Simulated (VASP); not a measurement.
A run of VASP 6.6.1 is set up as follows.

File INCAR:

```
PREC = Accurate ; ENCUT = 520
EDIFF = 1E-6 ; ISMEAR = 0
SIGMA = 0.05 ; LREAL = F
LASPH = T ; NELM = 100
ALGO = Normal ; ISIF = 2
LWAVE = F ; LCHARG = F
GGA = PE ; NBANDS = 15
```

Contents of KPOINTS:

```
regular mesh
0
Gamma
  6 6 6
```

The input POSCAR:

```
KBr
1.0
    0.0205781250      3.2925000000      3.2925000000
    3.3130781250      0.0000000000      3.3130781250
    3.2925000000      3.2925000000      0.0205781250
K Br
1 1
Direct
    0.0000000000      0.0000000000      0.0000000000
    0.5000000000      0.5000000000      0.5000000000
```

Potentials or basis: VASP PAW PBE potentials, release 64 (K_sv, Br).

Launch:

```bash
$ cat potpaw_PBE.64/K_sv/POTCAR potpaw_PBE.64/Br/POTCAR > POTCAR
$ mpirun -np 1 vasp_std > vasp.out
```

Estimate the band gap on the k mesh.

4.44 eV, direct.

Predict the pressure.

0.9 GPa.

Stress tensor (GPa, compression positive):
```
 0.87  0.00 -0.06
 0.00  0.87  0.00
-0.06  0.00  0.87
```

Caveat: the cell differs from its parent crystal (strain +0.0125 x Voigt [0, 0, 0, 0, 1, 0]).
